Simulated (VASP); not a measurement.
A run of VASP 6.6.1 is set up as follows.

File INCAR:

```
SYSTEM = CaMn2Bi2
PREC     = Accurate       ! precision mode
ENCUT    = 500            ! plane-wave cutoff, eV
EDIFF    = 1E-6           ! SCF threshold, eV
ISMEAR   = 0              ! smearing method
SIGMA    = 0.03           ! smearing width, eV
LREAL    = .FALSE.        ! projectors in reciprocal space
LASPH    = .TRUE.         ! aspherical terms in the spheres
NELM     = 200            ! most SCF steps
ALGO     = Normal         ! electronic algorithm
ISIF     = 2              ! what is computed and relaxed
LWAVE    = .FALSE.        ! write WAVECAR
LCHARG   = .FALSE.        ! write CHGCAR
ISPIN    = 2              ! spin polarisation
MAGMOM   = 0 4 -4 0 0     ! initial moments
LORBIT   = 11             ! projections on sites
LMAXMIX  = 4              ! l up to which the mixer works
LDAU     = .TRUE.         ! DFT+U
LDAUTYPE = 2            
LDAUL    = -1 2 -1        ! shell
LDAUU    = 0 2 0          ! U, eV
LDAUJ    = 0 0 0        
LDAUPRINT= 1            
GGA      = PE             ! functional
NBANDS   = 45             ! bands
GGA_COMPAT= .FALSE.      
KPAR     = 4
```

Contents of KPOINTS:

```
Automatic mesh
0
G
  10 10 6
  0 0 0
```

The input POSCAR:

```
CaMn2Bi2
1.0
    4.6837848497      0.0000000000      0.0000000000
   -2.3418924249      4.0562766657      0.0000000000
    0.0000000000      0.0000000000      7.6539989320
Ca Mn Bi
1 2 2
Direct
    0.0000000000      0.0000000000      0.0000000425
    0.6666666667      0.3333333333      0.6181793999
    0.3333333333      0.6666666667      0.3818204389
    0.6666666667      0.3333333333      0.2457941476
    0.3333333333      0.6666666667      0.7542059711
```

Potentials or basis: VASP PAW PBE potentials, release 64 (Ca_sv, Mn_pv, Bi_d).

Command:

```bash
$ cat potpaw_PBE.64/Ca_sv/POTCAR potpaw_PBE.64/Mn_pv/POTCAR potpaw_PBE.64/Bi_d/POTCAR > POTCAR
$ mpirun -np 4 vasp_std > vasp.out
```

Question: What does it give for the site moments?

Answer: Ca +0.00; Mn +4.34, -4.34; Bi +0.01, -0.01 μB.

Question: Predict the pressure.

Answer: -0.1 GPa.

Question: Estimate the largest force.

Answer: 0.010 eV/Å.

Question: What does it give for the band gap on the k mesh?

Answer: 0.43 eV, indirect (least direct gap 0.52 eV).

Forces on the atoms (eV/Å):
```
Ca   0.000  0.000  0.000
Mn   0.000  0.000 -0.010
Mn   0.000  0.000  0.010
Bi   0.000  0.000  0.005
Bi   0.000  0.000 -0.005
```

Caveat: spin-orbit coupling is left out, which moves the levels of the heavy elements; the U is typed as a test and isn't derived for this compound. A k mesh can miss the band edges.
